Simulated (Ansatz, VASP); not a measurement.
## Two plane-wave programs on BP

```xyz
2
Lattice="0.0000 2.2840 2.2840 2.2840 0.0000 2.2840 2.2840 2.2840 0.0000" Properties=species:S:1:pos:R:3 pbc="T T T"
P     3.4260    3.4260    3.4260
B     0.0000    0.0000    0.0000
```

Alike in both runs: task single point; functional PBE-based screened hybrid with a share of 0.25 of exact exchange and HFSCREEN = 0.3; k mesh 5 × 5 × 5; occupations fermi-dirac, width 0.05 eV; no spin polarisation.

|  | VASP | Ansatz |
| --- | --- | --- |
| version | VASP 6.6.1 | Ansatz 0.2.0 |
| potentials or method | VASP PAW PBE potentials, release 64 (P, B) | Ansatz PAW |
| plane-wave cutoff (eV) | 520 | 420 |
| valence electrons in the cell | 8 | 8 |

```tsv
	VASP	Ansatz	Ansatz less VASP
gap on the k mesh at the Fermi level (eV)	1.82	1.82	+0.004
least direct gap on the mesh (eV)	4.12	4.13	+0.005
pressure (GPa)	-4.7	-4.2	+0.51
```

VASP's potentials were made for PBE, not for PBE-based screened hybrid.

The k mesh is coarse, so the values compare programs but aren't converged. Noted on Ansatz's run: odd divisions of the mesh miss points on the zone boundary, where band edges often lie, so the gap on the mesh can be too wide.
